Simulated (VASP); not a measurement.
# Nb3C (P6_3/mmc) in VASP: single point with PBE

Aim: the single point of Nb3C with PBE.

Program: VASP 6.6.1. These are calculated values, not measurements. Logs are shortened: lines on timing, memory, paths and dates and some standing lists are left out, and cuts for length are marked.

### 1 The cell of the first run

Symmetry: P6_3/mmc, No. 194, hexagonal system. Conventional cell: a = 5.356 Å, b = 5.356 Å, c = 4.741 Å, α = 90.00°, β = 90.00°, γ = 120.00°. Nb (site symmetry mm2) has 8 Nb at 2.65 to 2.84 Å and 4 C at 2.68 to 2.82 Å within 3.5 Å. C (site symmetry -6m2) has 12 Nb at 2.68 to 2.82 Å within 3.5 Å.

### 2 Single point, PBE

File INCAR:

```
PREC = Accurate ; ENCUT = 520
EDIFF = 1E-6 ; ISMEAR = 0
SIGMA = 0.1 ; LREAL = False
LASPH = True ; NELM = 80
ALGO = Normal ; ISIF = 2
LWAVE = False ; LCHARG = False
GGA = PE ; NBANDS = 53
```

File KPOINTS:

```
Automatic mesh
0
Gamma
  12 12 8
```

File POSCAR:

```
Nb3C
1.0
    5.3558130368      0.0000000000      0.0000000000
   -2.6779065184      4.6382701478      0.0000000000
    0.0000000000      0.0000000000      4.7414423647
Nb C
6 2
Direct
    0.3367593342      0.1683796671      0.7500000000
    0.8316203329      0.6632406658      0.7500000000
    0.1683796671      0.8316203329      0.2500000000
    0.6632406658      0.8316203329      0.2500000000
    0.1683796671      0.3367593342      0.2500000000
    0.8316203329      0.1683796671      0.7500000000
    0.6666666667      0.3333333333      0.2500000000
    0.3333333333      0.6666666667      0.7500000000
```

Potentials or basis: VASP PAW PBE potentials, release 64 (Nb_sv, C).

Started as:

```bash
cat potpaw_PBE.64/Nb_sv/POTCAR potpaw_PBE.64/C/POTCAR > POTCAR
mpirun -np 1 vasp_std > vasp.out
```

OUTCAR:

```text
PREC = Accurate
   ENCUT = 520
   EDIFF = 1E-6
   ISMEAR = 0
   LREAL = False
   LASPH = True
   NELM = 80
   ISIF = 2
   GGA = PE

 ion  position               nearest neighbor table
   1  0.337  0.168  0.750-   6 2.65   2 2.65   6 2.71   2 2.71   5 2.84   5 2.84   3 2.84   3 2.84

   2  0.832  0.663  0.750-   1 2.65   6 2.65   1 2.71   6 2.71   3 2.84   3 2.84   4 2.84   4 2.84

   3  0.168  0.832  0.250-   4 2.65   5 2.65   4 2.71   5 2.71   2 2.84   2 2.84   1 2.84   1 2.84

   4  0.663  0.832  0.250-   3 2.65   5 2.65   3 2.71   5 2.71   2 2.84   2 2.84   6 2.84   6 2.84

   5  0.168  0.337  0.250-   3 2.65   4 2.65   3 2.71   4 2.71   6 2.84   6 2.84   1 2.84   1 2.84

   6  0.832  0.168  0.750-   1 2.65   2 2.65   1 2.71   2 2.71   5 2.84   5 2.84   4 2.84   4 2.84

   7  0.667  0.333  0.250-
   8  0.333  0.667  0.750-

  LATTYP: Found a hexagonal cell.
 ALAT       =     5.3558130368
 C/A-ratio  =     0.8852889995

  Lattice vectors:

 A1 = (   5.3558130368,   0.0000000000,   0.0000000000)
 A2 = (  -2.6779065184,   4.6382701478,   0.0000000000)
 A3 = (   0.0000000000,   0.0000000000,   4.7414423647)

Analysis of symmetry for initial positions (statically):
=====================================================================
 Subroutine PRICEL returns:
 Original cell was already a primitive cell.

 Routine SETGRP: Setting up the symmetry group for a
 hexagonal supercell.

 Subroutine GETGRP returns: Found 24 space group operations
 (whereof 12 operations were pure point group operations)
 out of a pool of 24 trial point group operations.

The static configuration has the point symmetry D_3d.
 The point group associated with its full space group is D_6h.

Analysis of symmetry for dynamics (positions and initial velocities):
=====================================================================
 Subroutine PRICEL returns:
 Original cell was already a primitive cell.

 Routine SETGRP: Setting up the symmetry group for a
 hexagonal supercell.

 Subroutine GETGRP returns: Found 24 space group operations
 (whereof 12 operations were pure point group operations)
 out of a pool of 24 trial point group operations.

The dynamic configuration has the point symmetry D_3d.
 The point group associated with its full space group is D_6h.

 Subroutine INISYM returns: Found 24 space group operations
 (whereof 12 operations are pure point group operations),
 and found     1 'primitive' translations

----------------------------------------------------------------------------------------

                                     Primitive cell

  volume of cell :     117.7855

  direct lattice vectors                    reciprocal lattice vectors
     5.355813037  0.000000000  0.000000000     0.186713015  0.107798809  0.000000000
    -2.677906518  4.638270148  0.000000000     0.000000000  0.215597619  0.000000000
     0.000000000  0.000000000  4.741442365     0.000000000  0.000000000  0.210906286

  length of vectors
     5.355813037  5.355813037  4.741442365     0.215597619  0.215597619  0.210906286

  position of ions in fractional coordinates (direct lattice)
     0.336759334  0.168379667  0.750000000
     0.831620333  0.663240666  0.750000000
     0.168379667  0.831620333  0.250000000
     0.663240666  0.831620333  0.250000000
     0.168379667  0.336759334  0.250000000
     0.831620333  0.168379667  0.750000000
     0.666666667  0.333333333  0.250000000
     0.333333333  0.666666667  0.750000000

  ion indices of the primitive-cell ions
   primitive index   ion index
                 1           1
                 2           2
                 3           3
                 4           4
                 5           5
                 6           6
                 7           7
                 8           8

----------------------------------------------------------------------------------------

 KPOINTS: Automatic mesh

Automatic generation of k-mesh.
 Grid dimensions read from file:
 generate k-points for:   12   12    8

 Generating k-lattice:

  Cartesian coordinates                     Fractional coordinates (reciprocal lattice)
     0.015559418  0.008983234  0.000000000     0.083333333  0.000000000  0.000000000
     0.000000000  0.017966468  0.000000000     0.000000000  0.083333333  0.000000000
     0.000000000  0.000000000  0.026363286     0.000000000  0.000000000  0.125000000

  Length of vectors
     0.017966468  0.017966468  0.026363286

  Shift w.r.t. Gamma in fractional coordinates (k-lattice)
     0.000000000  0.000000000  0.000000000

 Subroutine IBZKPT returns following result:
 ===========================================

 Found     95 irreducible k-points:

 Following reciprocal coordinates:
            Coordinates               Weight
  0.000000  0.000000  0.000000      1.000000
  0.083333 -0.000000  0.000000      6.000000
  0.166667 -0.000000  0.000000      6.000000
  0.250000 -0.000000  0.000000      6.000000
  0.333333  0.000000  0.000000      6.000000
  0.416667  0.000000  0.000000      6.000000
[... 16 lines left out ...]
  0.250000 -0.000000  0.125000     12.000000
  0.333333  0.000000  0.125000     12.000000
 [... further k-points ...]
   k-points           NKPTS =     95   k-points in BZ     NKDIM =     95   number of bands    NBANDS=     53
   number of dos      NEDOS =    301   number of ions     NIONS =      8
   total plane-waves  NPLWV =  57600
   dimension x,y,z NGX =    40 NGY =   40 NGZ =   36
   dimension x,y,z NGXF=    80 NGYF=   80 NGZF=   72
   ions per type =               6   2
   NGX,Y,Z   is equivalent  to a cutoff of  12.42, 12.42, 12.62 a.u.
   NGXF,Y,Z  is equivalent  to a cutoff of  24.83, 24.83, 25.24 a.u.
 SYSTEM =  unknown system
   PREC   = accura    normal or accurate (medium, high low for compatibility)
   ISTART =      0    job   : 0-new  1-cont  2-samecut
   ICHARG =      2    charge: 1-file 2-atom 10-const
   ISPIN  =      1    spin polarized calculation?
   LNONCOLLINEAR =      F non collinear calculations
   LSORBIT =      F    spin-orbit coupling
   LASPH  =      T    aspherical Exc in radial PAW
   ENCUT  =  520.0 eV  38.22 Ry    6.18 a.u.   9.96  9.96  8.82*2*pi/ulx,y,z
   NELM   =     80;   NELMIN=  2; NELMDL= -5     # of ELM steps
   EDIFF  = 0.1E-05   stopping-criterion for ELM
   LREAL  =      F    real-space projection
   EDIFFG = 0.1E-04   stopping-criterion for IOM
   NSW    =      0    number of steps for IOM
   IBRION =     -1    ionic relax: 0-MD 1-quasi-New 2-CG
   NFREE  =      0    steps in history (QN), initial steepest desc. (CG)
   ISIF   =      2    stress and relaxation
   ISYM   =      2    0-nonsym 1-usesym 2-fastsym
   POTIM  = 0.5000    time-step for ionic-motion
   TEBEG  =    0.0;   TEEND  =   0.0 temperature during run
   PSTRESS=    0.0 pullay stress
   NELECT =      86.0000    total number of electrons
   NUPDOWN=      -1.0000    fix difference up-down
   EMIN   =  10.00;   EMAX   =-10.00  energy-range for DOS
   EFERMI =   0.00;   METHOD = LEGACY
   ISMEAR =     0;   SIGMA  =   0.10  broadening in eV -4-tet -1-fermi 0-gaus
   EFERMI_NEDOS =   21; number of points for ismear=-14 and -15
   IALGO  =     38    algorithm
   IMIX   =      4    mixing-type and parameters
     AMIX     =   0.40;   BMIX     =  1.00
     AMIX_MAG =   1.60;   BMIX_MAG =  1.00
  volume/ion in A,a.u.               =      14.72        99.36
  Fermi-wavevector in a.u.,A,eV,Ry     =   1.474157  2.785752 29.567340  2.173138
  Thomas-Fermi vector in A             =   2.588962
   LORBIT       =      0    0 simple, 1 ext, 2 COOP (PROOUT), +10 PAW based schemes
   GGA     = PE    functional components
   LHFCALC =     F    Hartree Fock is set to
   AEXX    =    0.0000 exact exchange contribution
   IVDW    =     0    specifies the selected vdW correction
   LEPSILON=     F    determine dielectric tensor
   LRPA    =     F    only Hartree local field effects (RPA)
 non-spin polarized calculation
 Gauss-broadening in eV      SIGMA  =   0.10
  energy-cutoff  :      520.00
  volume of cell :      117.79
 maximum number of plane-waves:      3204
 NGX is ok and might be reduce to    40
   NGX = 19   NGY = 19   NGZ = 17

 number of electron      86.0000006 magnetization

 Free energy of the ion-electron system (eV)
  ---------------------------------------------------
  ext. energy  EPLUGINS =         0.00000000
  ---------------------------------------------------
  free energy    TOTEN  =       -73.65191477 eV

  energy without entropy =      -73.62274631  energy(sigma->0) =      -73.63733054

 E-fermi :  11.5551     XC(G=0): -12.6707

 val. band max:       11.5482206397   @ k =   0.0833  -0.0000   0.1250
 cond. band min:      11.5553969419   @ k =   0.4167   0.0833   0.5000
 fundamental gap:      0.0071763022
 Fermi energy:        11.5550662019

 k-point     1 :       0.0000    0.0000    0.0000
  band No.  band energies     occupation
      1     -43.2416      2.00000
      2     -43.0085      2.00000
      3     -42.8538      2.00000
      4     -42.8538      2.00000
      5     -42.7432      2.00000
      6     -42.7432      2.00000
[... 45 lines left out ...]
     52      14.6697      0.00000
     53      14.6774      0.00000

 k-point     2 :       0.0833   -0.0000    0.0000
  band No.  band energies     occupation
      1     -43.2359      2.00000
      2     -43.0052      2.00000
      3     -42.8599      2.00000
      4     -42.8540      2.00000
      5     -42.7468      2.00000
      6     -42.7431      2.00000
[... 45 lines left out ...]
     52      14.7990      0.00000
     53      14.8535      0.00000

 k-point     3 :       0.1667   -0.0000    0.0000
  band No.  band energies     occupation
      1     -43.2194      2.00000
      2     -42.9964      2.00000
      3     -42.8766      2.00000
      4     -42.8546      2.00000
      5     -42.7573      2.00000
      6     -42.7427      2.00000
[... 45 lines left out ...]
     52      15.0049      0.00000
     53      15.0378      0.00000
[... 1065 lines left out ...]
 k-point    23 :       0.2500   -0.0000    0.1250
  band No.  band energies     occupation
      1     -43.1849      2.00000
      2     -42.9936      2.00000
      3     -42.8944      2.00000
      4     -42.8511      2.00000
      5     -42.7797      2.00000
      6     -42.7464      2.00000
[... 45 lines left out ...]
     52      14.7542      0.00000
     53      14.9307      0.00000

 k-point    24 :       0.3333    0.0000    0.1250
  band No.  band energies     occupation
      1     -43.1514      2.00000
      2     -42.9930      2.00000
      3     -42.9084      2.00000
      4     -42.8518      2.00000
      5     -42.8024      2.00000
      6     -42.7459      2.00000
[... 45 lines left out ...]
     52      14.3803      0.00000
     53      14.6006      0.00000

 [... further k-points ...]

------------------------ aborting loop because EDIFF is reached ----------------------------------------

  FORCE on cell =-STRESS in cart. coord.  units (eV):
  Direction    XX          YY          ZZ          XY          YZ          ZX
  --------------------------------------------------------------------------------------
  -------------------------------------------------------------------------------------
  Total       -0.1419850     -0.1419850     -0.1910288      0.0000000      0.0000000      0.0000000
  in kB       -1.9313504     -1.9313504     -2.5984682      0.0000000      0.0000000      0.0000000
  external PRESSURE =      -2.1537230 kB  Pullay stress =       0.0000000 kB

 VOLUME and BASIS-vectors are now :
 -----------------------------------------------------------------------------
  energy-cutoff  :      520.00
  volume of cell :      117.79
      direct lattice vectors                 reciprocal lattice vectors
     5.355813037  0.000000000  0.000000000     0.186713015  0.107798809  0.000000000
    -2.677906518  4.638270148  0.000000000     0.000000000  0.215597619  0.000000000
     0.000000000  0.000000000  4.741442365     0.000000000  0.000000000  0.210906286

 POSITION                                       TOTAL-FORCE (eV/Angst)
 -----------------------------------------------------------------------------------
      1.35272      0.78099      3.55608        -0.008698     -0.005022     -0.000000
      2.67791      3.07629      3.55608         0.000000      0.010043     -0.000000
     -1.32519      3.85728      1.18536        -0.008698      0.005022      0.000000
      1.32519      3.85728      1.18536         0.008698      0.005022     -0.000000
     -0.00000      1.56198      1.18536         0.000000     -0.010043     -0.000000
      4.00310      0.78099      3.55608         0.008698     -0.005022      0.000000
      2.67791      1.54609      1.18536         0.000000      0.000000      0.000000
     -0.00000      3.09218      3.55608         0.000000     -0.000000      0.000000
 -----------------------------------------------------------------------------------
    total drift:                               -0.000001      0.000001     -0.000000

  FREE ENERGIE OF THE ION-ELECTRON SYSTEM (eV)
  ---------------------------------------------------
  free  energy   TOTEN  =       -73.6519147745 eV

  energy  without entropy=      -73.6227463064  energy(sigma->0) =      -73.63733054
```

Wall time 11 min (1 thread of Intel Xeon 6975P-C, shared host); peak memory 0.52 GiB.

Results:

| Property | Result |
| --- | --- |
| Free energy | -73.6519 eV |
| Pressure | -0.2 GPa |
| Largest force | 0.010 eV/Å |
| Band gap on the k mesh | zero (band 43 reaches 12.02 eV, above the bottom of band 44 at 10.44 eV) |

Forces in eV/Å, atoms in the order of the input:
```
Nb  -0.009 -0.005  0.000
Nb   0.000  0.010  0.000
Nb  -0.009  0.005  0.000
Nb   0.009  0.005  0.000
Nb   0.000 -0.010  0.000
Nb   0.009 -0.005  0.000
C    0.000  0.000  0.000
C    0.000  0.000  0.000
```

Levels at points of the mesh, in eV from the Fermi level:
| k point | band 41 | band 42 | band 43 | band 44 | band 45 | band 46 |
| --- | --- | --- | --- | --- | --- | --- |
| (0.00, 0.00, 0.00) | -0.95 | -0.95 | -0.01 | -0.01 | 0.53 | 1.42 |
| (0.50, 0.00, 0.00) | -0.32 | 0.15 | 0.30 | 0.57 | 0.74 | 0.76 |
| (0.00, 0.00, 0.50) | -1.11 | -1.11 | -1.11 | -1.11 | 1.53 | 1.53 |
| (0.50, 0.00, 0.50) | -0.11 | -0.11 | -0.09 | -0.09 | 1.04 | 1.04 |
